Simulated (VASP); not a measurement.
# Cs2Bi (I4/mmm) in VASP: single point with PBE0

Aim: the single point of Cs2Bi with PBE0.

All numbers are computed with VASP 6.6.1; they aren't measurements. Logs are shortened: lines on timing, memory, paths and dates and some standing lists are left out, and cuts for length are marked.

### Step 1. The cell of the first run

Symmetry: I4/mmm, No. 139, tetragonal system. The conventional cell has a = 5.362 Å, b = 5.362 Å, c = 18.921 Å, α = 90.00°, β = 90.00°, γ = 90.00°. Cs (site symmetry mmm) has 4 Bi at 3.74 Å and 8 Cs at 3.79 to 4.20 Å within 4.9 Å. Within 4.7 Å of Cs (site symmetry 4mm) lie 5 Bi at 3.61 to 3.84 Å and 4 Cs at 4.20 Å. Bi (site symmetry 4mm) has 9 Cs at 3.61 to 3.84 Å within 4.7 Å.

### Step 2. Single point, PBE0

Input file POSCAR:

```
Cs2Bi
1.0
    0.0000000000      5.3617280000      0.0000000000
    5.3617280000      0.0000000000      0.0000000000
    2.6808640000      2.6808640000     -9.4606130000
Cs Bi
4 2
Direct
    0.5000000000      0.0000000000      0.0000000000
    0.0000000000      0.5000000000      0.0000000000
    0.3290000000      0.3290000000      0.3420000000
    0.6710000000      0.6710000000      0.6580000000
    0.1380000000      0.1380000000      0.7240000000
    0.8620000000      0.8620000000      0.2760000000
```

Input file INCAR.step1:

```
SYSTEM = Cs2Bi
PREC     = Accurate       ! precision mode
ENCUT    = 520            ! plane-wave cutoff, eV
EDIFF    = 1E-5           ! SCF threshold, eV
ISMEAR   = -1             ! smearing method
SIGMA    = 0.1            ! smearing width, eV
LREAL    = .False.        ! projectors in reciprocal space
LASPH    = .True.         ! aspherical terms in the spheres
NELM     = 60             ! most SCF steps
ALGO     = Normal         ! electronic algorithm
ISIF     = 2              ! what is computed and relaxed
LWAVE    = .True.         ! write WAVECAR
LCHARG   = .False.        ! write CHGCAR
NBANDS   = 42             ! bands
GGA      = PE             ! functional
LUSENCCL = .False.
```

Input file INCAR.step2:

```
SYSTEM = Cs2Bi
PREC     = Accurate       ! precision mode
ENCUT    = 520            ! plane-wave cutoff, eV
EDIFF    = 1E-6           ! SCF threshold, eV
ISMEAR   = -1             ! smearing method
SIGMA    = 0.1            ! smearing width, eV
LREAL    = .False.        ! projectors in reciprocal space
LASPH    = .True.         ! aspherical terms in the spheres
NELM     = 60             ! most SCF steps
ALGO     = Normal         ! electronic algorithm
ISIF     = 2              ! what is computed and relaxed
LWAVE    = .False.        ! write WAVECAR
LCHARG   = .False.        ! write CHGCAR
GGA      = PE             ! functional
LHFCALC  = .True.         ! exact exchange
AEXX     = 0.25           ! exact-exchange fraction
PRECFOCK = Fast         
NBANDS   = 42             ! bands
ISTART   = 1            
LUSENCCL = .False.
```

Input file KPOINTS:

```
Automatic mesh
0
Gamma
  2 2 2
  0 0 0
```

Potentials or basis: VASP PAW PBE potentials, release 64 (Cs_sv, Bi_d).

Started as:

```
> cat potpaw_PBE.64/Cs_sv/POTCAR potpaw_PBE.64/Bi_d/POTCAR > POTCAR
> cp INCAR.step1 INCAR
> mpirun -np 1 vasp_std > vasp.out
> cp INCAR.step2 INCAR
> mpirun -np 1 vasp_std > vasp.out
```

OUTCAR:

```text
SYSTEM = Cs2Bi
   PREC = Accurate
   ENCUT = 520
   EDIFF = 1E-6
   ISMEAR = -1
   LREAL = .False.
   LASPH = .True.
   NELM = 60
   ISIF = 2
   GGA = PE
   LHFCALC = .True.
   AEXX = 0.25
   PRECFOCK = Fast
   ISTART = 1

 ion  position               nearest neighbor table
   1  0.500  0.000  0.000-
   2  0.000  0.500  0.000-
   3  0.329  0.329  0.342-
   4  0.671  0.671  0.658-
   5  0.138  0.138  0.724-
   6  0.862  0.862  0.276-

  LATTYP: Found a body centered tetragonal cell.
 ALAT       =     5.3617280000
 C/A-ratio  =     3.5289417889

  Lattice vectors:

 A1 = (  -2.6808640000,   2.6808640000,   9.4606130000)
 A2 = (   2.6808640000,  -2.6808640000,   9.4606130000)
 A3 = (   2.6808640000,   2.6808640000,  -9.4606130000)

Analysis of symmetry for initial positions (statically):
=====================================================================
 Subroutine PRICEL returns:
 Original cell was already a primitive cell.

 Routine SETGRP: Setting up the symmetry group for a
 body centered tetragonal supercell.

 Subroutine GETGRP returns: Found 16 space group operations
 (whereof 16 operations were pure point group operations)
 out of a pool of 16 trial point group operations.

The static configuration has the point symmetry D_4h.

Analysis of symmetry for dynamics (positions and initial velocities):
=====================================================================
 Subroutine PRICEL returns:
 Original cell was already a primitive cell.

 Routine SETGRP: Setting up the symmetry group for a
 body centered tetragonal supercell.

 Subroutine GETGRP returns: Found 16 space group operations
 (whereof 16 operations were pure point group operations)
 out of a pool of 16 trial point group operations.

The dynamic configuration has the point symmetry D_4h.

 Subroutine INISYM returns: Found 16 space group operations
 (whereof 16 operations are pure point group operations),
 and found     1 'primitive' translations

----------------------------------------------------------------------------------------

                                     Primitive cell

  volume of cell :     271.9749

  direct lattice vectors                    reciprocal lattice vectors
     0.000000000  5.361728000  0.000000000    -0.000000000  0.186507037  0.052850698
     5.361728000  0.000000000  0.000000000     0.186507037 -0.000000000  0.052850698
     2.680864000  2.680864000 -9.460613000     0.000000000  0.000000000 -0.105701396

  length of vectors
     5.361728000  5.361728000 10.192019521     0.193850641  0.193850641  0.105701396

  position of ions in fractional coordinates (direct lattice)
     0.500000000  0.000000000  0.000000000
     0.000000000  0.500000000  0.000000000
     0.329000000  0.329000000  0.342000000
     0.671000000  0.671000000  0.658000000
     0.138000000  0.138000000  0.724000000
     0.862000000  0.862000000  0.276000000

  ion indices of the primitive-cell ions
   primitive index   ion index
                 1           1
                 2           2
                 3           3
                 4           4
                 5           5
                 6           6

----------------------------------------------------------------------------------------

 KPOINTS: Automatic mesh

Automatic generation of k-mesh.
 Grid dimensions read from file:
 generate k-points for:    2    2    2

 Generating k-lattice:

  Cartesian coordinates                     Fractional coordinates (reciprocal lattice)
    -0.000000000  0.093253518  0.026425349     0.500000000  0.000000000  0.000000000
     0.093253518 -0.000000000  0.026425349     0.000000000  0.500000000  0.000000000
     0.000000000  0.000000000 -0.052850698     0.000000000  0.000000000  0.500000000

  Length of vectors
     0.096925320  0.096925320  0.052850698

  Shift w.r.t. Gamma in fractional coordinates (k-lattice)
     0.000000000  0.000000000  0.000000000

 Subroutine IBZKPT returns following result:
 ===========================================

 Found      4 irreducible k-points:

 Following reciprocal coordinates:
            Coordinates               Weight
  0.000000  0.000000  0.000000      1.000000
  0.500000  0.000000  0.000000      4.000000
  0.500000  0.500000  0.000000      2.000000
  0.000000  0.000000  0.500000      1.000000
   k-points           NKPTS =      4   k-points in BZ     NKDIM =      8   number of bands    NBANDS=     42
   number of dos      NEDOS =    301   number of ions     NIONS =      6
   total plane-waves  NPLWV = 128000
   dimension x,y,z NGX =    40 NGY =   40 NGZ =   80
   dimension x,y,z NGXF=    80 NGYF=   80 NGZF=  160
   ions per type =               4   2
   NGX,Y,Z   is equivalent  to a cutoff of  12.40, 12.40, 13.05 a.u.
   NGXF,Y,Z  is equivalent  to a cutoff of  24.80, 24.80, 26.10 a.u.
 SYSTEM =  Cs2Bi
   PREC   = accura    normal or accurate (medium, high low for compatibility)
   ISTART =      1    job   : 0-new  1-cont  2-samecut
   ICHARG =      0    charge: 1-file 2-atom 10-const
   ISPIN  =      1    spin polarized calculation?
   LNONCOLLINEAR =      F non collinear calculations
   LSORBIT =      F    spin-orbit coupling
   LASPH  =      T    aspherical Exc in radial PAW
   ENCUT  =  520.0 eV  38.22 Ry    6.18 a.u.   9.97  9.97 18.95*2*pi/ulx,y,z
   NELM   =     60;   NELMIN=  2; NELMDL=  0     # of ELM steps
   EDIFF  = 0.1E-05   stopping-criterion for ELM
   LREAL  =      F    real-space projection
   EDIFFG = 0.1E-04   stopping-criterion for IOM
   NSW    =      0    number of steps for IOM
   IBRION =     -1    ionic relax: 0-MD 1-quasi-New 2-CG
   NFREE  =      0    steps in history (QN), initial steepest desc. (CG)
   ISIF   =      2    stress and relaxation
   ISYM   =      3    0-nonsym 1-usesym 2-fastsym
   POTIM  = 0.5000    time-step for ionic-motion
   TEBEG  =    0.0;   TEEND  =   0.0 temperature during run
   PSTRESS=    0.0 pullay stress
   NELECT =      66.0000    total number of electrons
   NUPDOWN=      -1.0000    fix difference up-down
   EMIN   =  10.00;   EMAX   =-10.00  energy-range for DOS
   EFERMI =   0.00;   METHOD = LEGACY
   ISMEAR =    -1;   SIGMA  =   0.10  broadening in eV -4-tet -1-fermi 0-gaus
   EFERMI_NEDOS =   21; number of points for ismear=-14 and -15
   IALGO  =     38    algorithm
   IMIX   =      1    mixing-type and parameters
     AMIX     =   0.40;   BMIX     =  1.00
     AMIX_MAG =   1.60;   BMIX_MAG =  1.00
  volume/ion in A,a.u.               =      45.33       305.90
  Fermi-wavevector in a.u.,A,eV,Ry     =   1.021127  1.929651 14.186806  1.042701
  Thomas-Fermi vector in A             =   2.154735
   LORBIT       =      0    0 simple, 1 ext, 2 COOP (PROOUT), +10 PAW based schemes
   GGA     = PE    functional components
   LHFCALC =     T    Hartree Fock is set to
   PRECFOCK=fast      Normal, Fast or Accurate (Low or Medium for compatibility)
   ENCUT4O =  -1.0   cutoff for four orbital integrals eV
   NKREDX  =     1    reduce k-point grid by
   NKREDY  =     1    reduce k-point grid by
   NKREDZ  =     1    reduce k-point grid by
   AEXX    =    0.2500 exact exchange contribution
   HFSCREEN=    0.0000 screening length (either q_TF or 0.3 A-1)
   HFSCREENC=   0.0000 screening length for correlation (either q_TF or 0.3 A-1)
   ENCUTFOCK=  -1.0 apply spherical cutoff to Coloumb kernel
   IVDW    =     0    specifies the selected vdW correction
   LEPSILON=     F    determine dielectric tensor
   LRPA    =     F    only Hartree local field effects (RPA)
 non-spin polarized calculation
  energy-cutoff  :      520.00
  volume of cell :      271.97
 maximum number of plane-waves:      7338
 NGX is ok and might be reduce to    40
  NGX = 24; NGY = 24; NGZ = 42

 number of electron      65.9999989 magnetization

 Free energy of the ion-electron system (eV)
  ---------------------------------------------------
  ext. energy  EPLUGINS =         0.00000000
  ---------------------------------------------------
  free energy    TOTEN  =       -14.69182569 eV

  energy without entropy =      -14.63157451  energy(sigma->0) =      -14.66170010

 E-fermi :   2.7950     XC(G=0):  -6.5501

 val. band max:        2.3623620652   @ k =   0.5000   0.5000   0.0000
 cond. band min:       2.8110409492   @ k =   0.5000   0.5000   0.0000
 fundamental gap:      0.4486788840
 Fermi energy:         2.7949592714

 k-point     1 :       0.0000    0.0000    0.0000
  band No.  band energies     occupation
      1     -22.6226      2.00000
      2     -22.2424      2.00000
      3     -21.4774      2.00000
      4     -21.4655      2.00000
      5     -20.8458      2.00000
      6     -20.8384      2.00000
[... 34 lines left out ...]
     41       6.3975      0.00000
     42       6.4035      0.00000

 k-point     2 :       0.5000    0.0000    0.0000
  band No.  band energies     occupation
      1     -22.4355      2.00000
      2     -22.4319      2.00000
      3     -21.4667      2.00000
      4     -21.4642      2.00000
      5     -20.8425      2.00000
      6     -20.8417      2.00000
[... 34 lines left out ...]
     41       7.6267      0.00000
     42       8.3179      0.00000

 k-point     3 :       0.5000    0.5000    0.0000
  band No.  band energies     occupation
      1     -22.4272      2.00000
      2     -22.4271      2.00000
      3     -21.4718      2.00000
      4     -21.4713      2.00000
      5     -20.8429      2.00000
      6     -20.8421      2.00000
[... 34 lines left out ...]
     41       8.2395      0.00000
     42       8.2421      0.00000

 k-point     4 :       0.0000    0.0000    0.5000
  band No.  band energies     occupation
      1     -22.6223      2.00000
      2     -22.2424      2.00000
      3     -21.4826      2.00000
      4     -21.4611      2.00000
      5     -20.8449      2.00000
      6     -20.8382      2.00000
[... 34 lines left out ...]
     41       7.3850      0.00000
     42       7.3933      0.00000

------------------------ aborting loop because EDIFF is reached ----------------------------------------

  FORCE on cell =-STRESS in cart. coord.  units (eV):
  Direction    XX          YY          ZZ          XY          YZ          ZX
  --------------------------------------------------------------------------------------
  -------------------------------------------------------------------------------------
  Total        4.9151296      4.9151296      5.1725869      0.0000000     -0.0000000      0.0000000
  in kB       28.9545432     28.9545432     30.4711989      0.0000000     -0.0000000      0.0000000
  external PRESSURE =      29.4600951 kB  Pullay stress =       0.0000000 kB

 VOLUME and BASIS-vectors are now :
 -----------------------------------------------------------------------------
  energy-cutoff  :      520.00
  volume of cell :      271.97
      direct lattice vectors                 reciprocal lattice vectors
     0.000000000  5.361728000  0.000000000    -0.000000000  0.186507037  0.052850698
     5.361728000  0.000000000  0.000000000     0.186507037 -0.000000000  0.052850698
     2.680864000  2.680864000 -9.460613000     0.000000000  0.000000000 -0.105701396

 POSITION                                       TOTAL-FORCE (eV/Angst)
 -----------------------------------------------------------------------------------
      0.00000      2.68086      0.00000         0.000000      0.000000      0.000000
      2.68086      0.00000      0.00000         0.000000      0.000000      0.000000
      2.68086      2.68086     -3.23553         0.000000      0.000000     -0.099604
      5.36173      5.36173     -6.22508        -0.000000     -0.000000      0.099604
      2.68086      2.68086     -6.84948         0.000000      0.000000     -0.341276
      5.36173      5.36173     -2.61113        -0.000000     -0.000000      0.341276
 -----------------------------------------------------------------------------------
    total drift:                               -0.000012      0.000003      0.000015

  FREE ENERGIE OF THE ION-ELECTRON SYSTEM (eV)
  ---------------------------------------------------
  free  energy   TOTEN  =       -14.6918256947 eV

  energy  without entropy=      -14.6315745075  energy(sigma->0) =      -14.66170010
```

It took 12 min on 1 × NVIDIA H100 80GB with 1 thread of AMD EPYC 7R13 (Zen 3), shared host; peak memory 1.4 GiB.

What came out:

```
Free energy            : -14.6918 eV
Pressure               : 2.9 GPa
Largest force          : 0.341 eV/Å
Band gap on the k mesh : zero (band 33 reaches 3.54 eV, above the bottom of band 34 at 2.24 eV)
```

Forces in eV/Å, atoms in the order of the input:
```
Cs   0.000  0.000  0.000
Cs   0.000  0.000  0.000
Cs   0.000  0.000 -0.100
Cs   0.000  0.000  0.100
Bi   0.000  0.000 -0.341
Bi   0.000  0.000  0.341
```

Stress tensor (GPa, compression positive):
```
2.90 0.00 0.00
0.00 2.90 0.00
0.00 0.00 3.05
```

Caveat: the k points lie up to 0.61 Å⁻¹ apart; the PAW data sets were made with another functional, which shifts forces and pressure a little; spin-orbit coupling is left out, which moves the levels of the heavy elements.
